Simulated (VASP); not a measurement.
# BiTe (Fm-3m) in VASP: further runs, part 2 of 2

VASP 6.6.1. Earlier steps stand in the parts before.

### 5 Single point, PBEsol (equal strain along all axes, cell held: -3.0 %)

The input, INCAR:

```
PREC = Accurate
ENCUT = 520
EDIFF = 1E-6
ISMEAR = 0
SIGMA = 0.1
LREAL = F
LASPH = T
NELM = 100
ALGO = Normal
ISIF = 2
LWAVE = F
LCHARG = F
GGA = PS
NBANDS = 29
```

The input, KPOINTS:

```
regular mesh
0
Gamma
  12 12 8
```

The input, POSCAR:

```
BiTe
1.0
    3.1012392146      3.1012392146      0.0000000000
   -3.1012392146      3.1012392146      0.0000000000
    0.0000000000      0.0000000000      6.2024784292
Bi Te
2 2
Direct
    0.0000000000      0.0000000000      0.0000000000
    0.5000000000      0.5000000000      0.5000000000
    0.5000000000      0.5000000000      0.0000000000
    0.0000000000      0.0000000000      0.5000000000
```

Potentials or basis: VASP PAW PBE potentials, release 64 (Bi_d, Te).

Command:

```sh
$ cat potpaw_PBE.64/Bi_d/POTCAR potpaw_PBE.64/Te/POTCAR > POTCAR
$ mpirun -np 1 vasp_std > vasp.out
```

OUTCAR:

```text
PREC = Accurate
   ENCUT = 520
   EDIFF = 1E-6
   ISMEAR = 0
   LREAL = F
   LASPH = T
   NELM = 100
   ISIF = 2
   GGA = PS

 ion  position               nearest neighbor table
   1  0.000  0.000  0.000-   3 3.10   4 3.10   4 3.10   3 3.10   3 3.10   3 3.10
   2  0.500  0.500  0.500-   3 3.10   4 3.10   3 3.10   4 3.10   4 3.10   4 3.10
   3  0.500  0.500  0.000-   1 3.10   2 3.10   2 3.10   1 3.10   1 3.10   1 3.10
   4  0.000  0.000  0.500-   1 3.10   2 3.10   1 3.10   2 3.10   2 3.10   2 3.10

[... 985 lines left out ...]
  Direction    XX          YY          ZZ          XY          YZ          ZX
  --------------------------------------------------------------------------------------
  -------------------------------------------------------------------------------------
  Total        4.5218102      4.5218102      4.4208463      0.0000000      0.0000000      0.0000000
  in kB       60.7235454     60.7235454     59.3676971      0.0000000      0.0000000      0.0000000
  external PRESSURE =      60.2715959 kB  Pullay stress =       0.0000000 kB

 VOLUME and BASIS-vectors are now :
 -----------------------------------------------------------------------------
  energy-cutoff  :      520.00
  volume of cell :      119.31
      direct lattice vectors                 reciprocal lattice vectors
     3.101239215  3.101239215  0.000000000     0.161225873  0.161225873  0.000000000
    -3.101239215  3.101239215  0.000000000    -0.161225873  0.161225873  0.000000000
     0.000000000  0.000000000  6.202478429     0.000000000  0.000000000  0.161225873

 POSITION                                       TOTAL-FORCE (eV/Angst)
 -----------------------------------------------------------------------------------
      0.00000      0.00000      0.00000         0.000000     -0.000000     -0.000000
      0.00000      3.10124      3.10124        -0.000000     -0.000000      0.000000
      0.00000      3.10124      0.00000         0.000000      0.000000     -0.000000
      0.00000      0.00000      3.10124         0.000000      0.000000     -0.000000
 -----------------------------------------------------------------------------------
    total drift:                               -0.000000      0.000000      0.000000

  FREE ENERGIE OF THE ION-ELECTRON SYSTEM (eV)
  ---------------------------------------------------
  free  energy   TOTEN  =       -15.7895361665 eV

  energy  without entropy=      -15.7803748940  energy(sigma->0) =      -15.78495553
```

OSZICAR:

```text
N       E                     dE             d eps       ncg     rms          rms(c)
DAV:   1     0.402085879938E+03    0.40209E+03   -0.19908E+04  8120   0.151E+03
DAV:   2     0.256052261689E+02   -0.37648E+03   -0.36638E+03  8278   0.405E+02
DAV:   3    -0.141037043112E+02   -0.39709E+02   -0.38731E+02 10182   0.142E+02
DAV:   4    -0.157463089885E+02   -0.16426E+01   -0.16323E+01  9416   0.294E+01
DAV:   5    -0.158251760199E+02   -0.78867E-01   -0.78856E-01 11825   0.646E+00    0.116E+01
DAV:   6    -0.157926676803E+02    0.32508E-01   -0.80645E-02 10518   0.195E+00    0.735E+00
DAV:   7    -0.157915088671E+02    0.11588E-02   -0.49409E-02 10127   0.124E+00    0.713E-01
DAV:   8    -0.157894025490E+02    0.21063E-02   -0.11110E-02  9919   0.721E-01    0.250E-01
DAV:   9    -0.157895470196E+02   -0.14447E-03   -0.14125E-03  9671   0.216E-01    0.173E-01
DAV:  10    -0.157895362613E+02    0.10758E-04   -0.38976E-05 10367   0.584E-02    0.841E-02
DAV:  11    -0.157895361665E+02    0.94712E-07   -0.16415E-06  6952   0.796E-03
   1 F= -.15789536E+02 E0= -.15784956E+02  d E =-.916127E-02
```

Run time: 2.7 min. Hardware: 1 thread of AMD EPYC 9R45 (Zen 5), shared host; peak memory 0.5 GiB.

Results:

```yaml
Free_energy: -15.7895 eV
Pressure: 6.0 GPa
Band_gap_on_the_k_mesh: zero (band 21 reaches 10.42 eV, above the bottom of band 22 at 7.21 eV)
```

Levels at points of the mesh, in eV from the Fermi level:
| k point | band 17 | band 18 | band 19 | band 20 | band 21 | band 22 | band 23 | band 24 | band 25 | band 26 |
| --- | --- | --- | --- | --- | --- | --- | --- | --- | --- | --- |
| (0.00, 0.00, 0.00) | -4.63 | -2.88 | -2.88 | -2.87 | 1.70 | 2.43 | 2.43 | 2.43 | 4.23 | 4.23 |
| (0.50, 0.00, 0.00) | -2.52 | -2.52 | -2.25 | -2.25 | -0.12 | -0.12 | 0.16 | 0.16 | 3.58 | 3.58 |
| (0.50, 0.50, 0.00) | -4.63 | -4.63 | -4.63 | -4.63 | 1.70 | 1.70 | 4.23 | 4.23 | 4.23 | 4.23 |
| (0.00, 0.00, 0.50) | -3.88 | -3.88 | -3.13 | -3.13 | 1.16 | 1.16 | 2.54 | 2.54 | 3.10 | 3.10 |
| (0.50, 0.00, 0.50) | -2.16 | -2.16 | -1.53 | -1.53 | -0.90 | -0.90 | -0.83 | -0.83 | -0.83 | -0.83 |
| (0.50, 0.50, 0.50) | -5.78 | -5.78 | -1.64 | -1.64 | -0.27 | -0.27 | 4.19 | 4.19 | 4.19 | 4.19 |

Caveat: the cell differs from its parent crystal (equal strain along all axes, cell held: -3.0 %); the PAW data sets were made with another functional, which shifts forces and pressure a little; spin-orbit coupling is left out, which moves the levels of the heavy elements.

### 6 Overview

```tsv
task	cell	k mesh	cutoff (eV)	smearing	gap on the mesh (eV)	pressure (GPa)
single point	a = 4.526 Å, angles 60.0°, 2 atoms	12 × 12 × 12	520	fermi-dirac 0.15 eV	none	0.0
relaxation of cell and atoms	relaxed from a = 4.521 Å, angles 60.0°, 2 atoms	12 × 12 × 12	600	fermi-dirac 0.15 eV	none	0.0
single point	a = 4.318, b = 4.318, c = 6.107 Å, 4 atoms	12 × 12 × 8	520	gaussian 0.1 eV	none	10.3
single point	a = 4.386, b = 4.386, c = 6.202 Å, 4 atoms	12 × 12 × 8	520	gaussian 0.1 eV	none	6.0
```

Alike in all rows: level PBEsol; potentials or basis VASP PAW PBE potentials, release 64 (Bi_d, Te); no spin polarisation.

Caveats: the PAW data sets were made with another functional, which shifts forces and pressure a little; spin-orbit coupling is left out, which moves the levels of the heavy elements.

Total energies depend on the potentials used, so only differences within one code and one set of settings carry meaning.
